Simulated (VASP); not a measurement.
Set up this calculation in VASP 6.6.1, as the native input.

```
Task                   : single point
Functional             : PBE
Potentials or basis    : VASP PAW PBE potentials, release 64 (B, As)
Cutoff                 : 520 eV
k mesh                 : 15 × 15 × 15
Occupations            : fermi-dirac, width 0.03 eV
Spin                   : no spin polarisation
Dipole correction      : no
Further INCAR settings : ALGO = Normal; EDIFF = 1e-06; NBANDS = 11
```

The structure of BAs lies in POSCAR:

```
BAs
1.0
    0.0000000000      2.4199312360      2.4199312360
    2.4199312360      0.0000000000      2.4199312360
    2.4199312360      2.4199312360      0.0000000000
B As
1 1
Direct
    0.0000000000      0.0000000000      0.0000000000
    0.7500000000      0.7500000000      0.7500000000
```

This cell differs from its parent crystal: volume scaled by 1.04.

The input as run:

INCAR

```
PREC = Accurate
ENCUT = 520
EDIFF = 1E-6
ISMEAR = -1
SIGMA = 0.03
LREAL = F
LASPH = T
NELM = 60
ALGO = Normal
ISIF = 2
LWAVE = F
LCHARG = F
GGA = PE
NBANDS = 11
```

KPOINTS

```
regular mesh
0
Gamma
  15 15 15
```

Potentials or basis: VASP PAW PBE potentials, release 64 (B, As).

Run with:

```sh
$ cat potpaw_PBE.64/B/POTCAR potpaw_PBE.64/As/POTCAR > POTCAR
$ mpirun -np 1 vasp_std > vasp.out
```

Results of the run:

The pressure is -1.9 GPa. The band gap on the k mesh is 1.22 eV, indirect (least direct gap 3.23 eV).

Wall time 23 s on 1 thread of AMD EPYC 9R45 96-Core Processor (Zen 5), with other jobs on the host, peak memory 0.15 GiB.
